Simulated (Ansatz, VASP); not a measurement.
**Cu: VASP beside Ansatz**

File INCAR:

```
PREC = Accurate ; ENCUT = 520
EDIFF = 1E-6 ; ISMEAR = -1
SIGMA = 0.08 ; LREAL = False
LASPH = True ; NELM = 100
ALGO = Normal ; ISIF = 2
LWAVE = False ; LCHARG = False
GGA = PS ; NBANDS = 12
```

Contents of KPOINTS:

```
regular mesh
0
Gamma
  19 19 19
```

File POSCAR:

```
Cu
1.0
    0.0000000000      1.8253972036      1.8253972036
    1.8253972036      0.0000000000      1.8253972036
    1.8253972036      1.8253972036      0.0000000000
Cu
1
Direct
    0.0000000000      0.0000000000      0.0000000000
```

Input for Ansatz:

```yaml
crystal:
  lattice:
    - [0.0, 1.8253972036, 1.8253972036]
    - [1.8253972036, 0.0, 1.8253972036]
    - [1.8253972036, 1.8253972036, 0.0]
  atoms:
    - { symbol: Cu, position: [0.0, 0.0, 0.0] }
kpoints:
  mp_grid: { grid: [19, 19, 19] }
scf:
  occupations: { method: fermi_dirac, width: 0.08 }
hamiltonian:
  xc: pbesol
  pseudopotentials: { kind: all_electron, lapw: { basis_error: 0.00025 } }
output:
  forces: true
  stress: true
  eigenvalues: true
```

Change from the starting cell: volume scaled by 1.03.

Alike in both runs: task single point; functional PBEsol; k mesh 19 × 19 × 19; occupations fermi-dirac, width 0.08 eV; no spin polarisation.

|  | VASP | Ansatz |
| --- | --- | --- |
| version | VASP 6.6.1 | Ansatz 0.2.0 |
| potentials or method | VASP PAW PBE potentials, release 64 (Cu), cutoff 520 eV | all-electron LAPW, scalar-relativistic |

```csv
,VASP,Ansatz,Ansatz less VASP
pressure (GPa),-9.5,-10.2,-0.68
```

VASP's potentials were made for PBE, not for PBEsol. Ansatz ran all-electron here, and VASP with PAW potentials.
